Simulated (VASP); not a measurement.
# Hf (Im-3m) in VASP: a series of runs, part 2 of 2

VASP 6.6.1.

### 4 Single point, revPBE

This run uses another cell than the first one, of 22.78 Å³/atom, 0.969 times its volume.

INCAR reads:

```
SYSTEM = Hf
PREC = Accurate
ENCUT = 520
EDIFF = 1E-6
ISMEAR = -1
SIGMA = 0.05
LREAL = .FALSE.
LASPH = .TRUE.
NELM = 80
ALGO = Fast
ISIF = 2
LWAVE = .FALSE.
LCHARG = .TRUE.
GGA = RE
LELF = .TRUE.
LVHAR = .TRUE.
NBANDS = 11
```

KPOINTS reads:

```
regular mesh
0
G
  10 10 10
  0 0 0
```

POSCAR reads:

```
Hf
1.0
   -1.7859234239      1.7859234239      1.7859234239
    1.7859234239     -1.7859234239      1.7859234239
    1.7859234239      1.7859234239     -1.7859234239
Hf
1
Direct
    0.0000000000      0.0000000000      0.0000000000
```

Potentials or basis: VASP PAW PBE potentials, release 64 (Hf_pv).

The run is started by

```console
> cat potpaw_PBE.64/Hf_pv/POTCAR > POTCAR
> mpirun -np 1 vasp_std > vasp.out
```

OUTCAR:

```text
SYSTEM = Hf
   PREC = Accurate
   ENCUT = 520
   EDIFF = 1E-6
   ISMEAR = -1
   LREAL = .FALSE.
   LASPH = .TRUE.
   NELM = 80
   ISIF = 2
   GGA = RE

 ion  position               nearest neighbor table
   1  0.000  0.000  0.000-

  LATTYP: Found a body centered cubic cell.
 ALAT       =     3.5718468478

  Lattice vectors:

 A1 = (  -1.7859234239,   1.7859234239,   1.7859234239)
 A2 = (   1.7859234239,  -1.7859234239,   1.7859234239)
 A3 = (   1.7859234239,   1.7859234239,  -1.7859234239)

Analysis of symmetry for initial positions (statically):
[... 505 lines left out ...]
      4       0.4460      2.00000
      5       4.7458      0.02765
      6       4.9722      0.00030
      7       7.4793      0.00000
      8       8.9175      0.00000
      9       9.5665      0.00000
     10      16.5111      0.00000
     11      18.7884      0.00000

 [... further k-points ...]
[... 5 lines left out ...]
  --------------------------------------------------------------------------------------
  -------------------------------------------------------------------------------------
  Total       -0.0516653     -0.0516653     -0.0516653      0.0000000      0.0000000     -0.0000000
  in kB       -3.6329649     -3.6329649     -3.6329649      0.0000000      0.0000000     -0.0000000
  external PRESSURE =      -3.6329649 kB  Pullay stress =       0.0000000 kB

 VOLUME and BASIS-vectors are now :
 -----------------------------------------------------------------------------
  energy-cutoff  :      520.00
  volume of cell :       22.78
      direct lattice vectors                 reciprocal lattice vectors
    -1.785923424  1.785923424  1.785923424     0.000000000  0.279967211  0.279967211
     1.785923424 -1.785923424  1.785923424     0.279967211  0.000000000  0.279967211
     1.785923424  1.785923424 -1.785923424     0.279967211  0.279967211  0.000000000

 POSITION                                       TOTAL-FORCE (eV/Angst)
 -----------------------------------------------------------------------------------
      0.00000      0.00000      0.00000        -0.000000     -0.000000     -0.000000
 -----------------------------------------------------------------------------------
    total drift:                                0.000000      0.000000      0.000000

  FREE ENERGIE OF THE ION-ELECTRON SYSTEM (eV)
  ---------------------------------------------------
  free  energy   TOTEN  =        -9.4100852497 eV

  energy  without entropy=       -9.3958268385  energy(sigma->0) =       -9.40295604
```

OSZICAR:

```text
N       E                     dE             d eps       ncg     rms          rms(c)
DAV:   1     0.121659242454E+02    0.12166E+02   -0.58199E+03  1050   0.843E+02
DAV:   2    -0.930963701929E+01   -0.21476E+02   -0.20837E+02  1272   0.149E+02
DAV:   3    -0.974708391204E+01   -0.43745E+00   -0.43405E+00  1316   0.145E+01
DAV:   4    -0.974869461566E+01   -0.16107E-02   -0.16106E-02  1161   0.108E+00
DAV:   5    -0.974870347250E+01   -0.88568E-05   -0.88563E-05  1290   0.726E-02    0.448E+01
RMM:   6    -0.949348199775E+01    0.25522E+00   -0.17436E-01  1043   0.289E+00    0.257E+01
RMM:   7    -0.941298632086E+01    0.80496E-01   -0.33522E-01  1129   0.410E+00    0.116E+00
RMM:   8    -0.940979736965E+01    0.31890E-02   -0.22450E-02  1123   0.129E+00    0.379E-01
RMM:   9    -0.941004992713E+01   -0.25256E-03   -0.28944E-03  1286   0.450E-01    0.120E-01
RMM:  10    -0.941007382380E+01   -0.23897E-04   -0.39218E-04  1246   0.168E-01    0.145E-01
RMM:  11    -0.941008236128E+01   -0.85375E-05   -0.13509E-04  1375   0.874E-02    0.175E-02
RMM:  12    -0.941008393333E+01   -0.15721E-05   -0.14362E-05  1251   0.303E-02    0.750E-03
RMM:  13    -0.941008522965E+01   -0.12963E-05   -0.36653E-06  1013   0.133E-02    0.364E-03
RMM:  14    -0.941008524969E+01   -0.20037E-07   -0.47777E-07   729   0.409E-03
   1 F= -.94100852E+01 E0= -.94029560E+01  d E =-.142584E-01
```

It took 11 s on 1 thread of Intel Xeon 8259CL, shared host; peak memory 0.14 GiB.

Results:

```yaml
Free_energy: -9.4101 eV
Pressure: -0.4 GPa
Band_gap_on_the_k_mesh: zero (band 5 reaches 6.06 eV, above the bottom of band 6 at 3.79 eV)
```

Caveat: the PAW data sets were made with another functional, which shifts forces and pressure a little; spin-orbit coupling is left out, which moves the levels of the heavy elements.

### 5 Single point, BLYP

This run uses another cell than the first one, of 22.88 Å³/atom, 0.973 times its volume.

INCAR reads:

```
AGGAC = 1.0
AGGAX = 1.0
ALDAC = 0.0
ALDAX = 1.0
ALGO = Normal
EDIFF = 1E-7
ENCUT = 520
GGA = B5
ISIF = 2
ISMEAR = -1
LASPH = True
LCHARG = False
LREAL = False
LWAVE = False
NBANDS = 11
NELM = 60
PREC = Accurate
SIGMA = 0.05
```

KPOINTS reads:

```
k-points
0
Gamma
  10 10 10
```

POSCAR reads:

```
Hf
1.0
   -1.7883192879      1.7883192879      1.7883192879
    1.7883192879     -1.7883192879      1.7883192879
    1.7883192879      1.7883192879     -1.7883192879
Hf
1
Direct
    0.0000000000      0.0000000000      0.0000000000
```

The run is started by

```console
> cat potpaw_PBE.64/Hf_pv/POTCAR > POTCAR
> mpirun -np 1 vasp_std > vasp.out
```

Wall time 12 s (1 thread of Intel Xeon 8259CL, shared host); peak memory 0.14 GiB.

It converged, with:

```
Free energy            : -8.4555 eV
Pressure               : 0.1 GPa
Band gap on the k mesh : zero (band 5 reaches 6.34 eV, above the bottom of band 6 at 4.22 eV)
```

Levels at points of the mesh, in eV from the Fermi level:
| k point | band 2 | band 3 | band 4 | band 5 | band 6 | band 7 | band 8 | band 9 |
| --- | --- | --- | --- | --- | --- | --- | --- | --- |
| (0.00, 0.00, 0.00) | -29.85 | -29.85 | -6.85 | 1.37 | 1.37 | 1.37 | 4.07 | 4.07 |
| (0.50, 0.00, 0.00) | -30.11 | -29.86 | -3.29 | -0.55 | 1.18 | 3.89 | 4.83 | 7.20 |
| (0.50, 0.50, 0.50) | -30.40 | -30.40 | -2.50 | -2.50 | 6.41 | 6.41 | 6.41 | 7.21 |

Caveat: the PAW data sets were made with another functional, which shifts forces and pressure a little; spin-orbit coupling is left out, which moves the levels of the heavy elements.

### 6 Single point, RPBE

INCAR reads:

```
PREC = Accurate
ENCUT = 520
EDIFF = 1E-7
ISMEAR = -1
SIGMA = 0.05
LREAL = False
LASPH = True
NELM = 60
ALGO = Normal
ISIF = 2
LWAVE = False
LCHARG = True
GGA = RP
LELF = True
LVHAR = True
NBANDS = 11
```

KPOINTS reads:

```
regular mesh
0
Gamma
  10 10 10
```

POSCAR reads:

```
Hf
1.0
   -1.8050000000      1.8050000000      1.8050000000
    1.8050000000     -1.8050000000      1.8050000000
    1.8050000000      1.8050000000     -1.8050000000
Hf
1
Direct
    0.0000000000      0.0000000000      0.0000000000
```

Potentials or basis: VASP PAW PBE potentials, release 64 (Hf_pv).

The run is started by

```console
> cat potpaw_PBE.64/Hf_pv/POTCAR > POTCAR
> mpirun -np 1 vasp_std > vasp.out
```

It took 9.2 s on 1 thread of Intel Xeon 8259CL, shared host; peak memory 0.14 GiB.

It converged, with:

```yaml
Free_energy: -9.3225 eV
Pressure: -2.6 GPa
Band_gap_on_the_k_mesh: zero (band 5 reaches 5.86 eV, above the bottom of band 6 at 3.64 eV)
```

Levels at points of the mesh, in eV from the Fermi level:
| k point | band 2 | band 3 | band 4 | band 5 | band 6 | band 7 | band 8 | band 9 |
| --- | --- | --- | --- | --- | --- | --- | --- | --- |
| (0.00, 0.00, 0.00) | -30.08 | -30.08 | -6.87 | 1.51 | 1.51 | 1.51 | 4.14 | 4.14 |
| (0.50, 0.00, 0.00) | -30.31 | -30.08 | -3.22 | -0.40 | 0.85 | 3.95 | 4.90 | 7.18 |
| (0.50, 0.50, 0.50) | -30.57 | -30.57 | -2.36 | -2.36 | 6.42 | 6.42 | 6.42 | 6.82 |

Caveat: the PAW data sets were made with another functional, which shifts forces and pressure a little; spin-orbit coupling is left out, which moves the levels of the heavy elements.

### 7 Summary

```tsv
level	potentials or basis	cell	gap on the mesh (eV)	pressure (GPa)
LDA	VASP PAW LDA potentials, release 64 (Hf_pv)	a = 3.126 Å, angles 109.5°, 1 atom	none	-12.6
RPBE	VASP PAW PBE potentials, release 64 (Hf_pv)	a = 3.102 Å, angles 109.5°, 1 atom	none	-0.4
revPBE	VASP PAW PBE potentials, release 64 (Hf_pv)	a = 3.093 Å, angles 109.5°, 1 atom	none	-0.4
BLYP	VASP PAW PBE potentials, release 64 (Hf_pv)	a = 3.097 Å, angles 109.5°, 1 atom	none	0.1
RPBE	VASP PAW PBE potentials, release 64 (Hf_pv)	a = 3.126 Å, angles 109.5°, 1 atom	none	-2.6
```

Alike in all rows: task single point; no spin polarisation; k mesh 10 × 10 × 10; cutoff (eV) 520; smearing fermi-dirac 0.05 eV.

Caveats: spin-orbit coupling is left out, which moves the levels of the heavy elements; the PAW data sets were made with another functional, which shifts forces and pressure a little (some runs).

Absolute energies hang on the potentials; compare differences alone.
